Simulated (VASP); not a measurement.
A run of VASP 6.6.1 is set up as follows.

INCAR

```
PREC = Accurate
ENCUT = 520
EDIFF = 1E-6
ISMEAR = 0
SIGMA = 0.1
LREAL = False
LASPH = True
NELM = 150
ALGO = Normal
ISIF = 2
LWAVE = False
LCHARG = False
ISPIN = 2
MAGMOM = 0 0.3 0.3 0.3
LORBIT = 11
LMAXMIX = 4
GGA = PS
NBANDS = 32
```

File KPOINTS:

```
Automatic mesh
0
Gamma
  12 12 12
```

Contents of POSCAR:

```
TiCo3
1.0
    3.5385428981      0.0000000000      0.0000000000
    0.0000000000      3.5385428981      0.0000000000
    0.0000000000      0.0000000000      3.5385428981
Ti Co
1 3
Direct
    0.0000000000      0.0000000000      0.0000000000
    0.0000000000      0.5000000000      0.5000000000
    0.5000000000      0.0000000000      0.5000000000
    0.5000000000      0.5000000000      0.0000000000
```

Potentials or basis: VASP PAW PBE potentials, release 64 (Ti_sv, Co).

Command:

```console
$ cat potpaw_PBE.64/Ti_sv/POTCAR potpaw_PBE.64/Co/POTCAR > POTCAR
$ mpirun -np 1 vasp_std > vasp.out
```

What does it give for the pressure?

-2.8 GPa.

Predict the site moments.

Ti -0.09; Co +0.29 μB.

Caveat: the PAW data sets were made with another functional, which shifts forces and pressure a little.
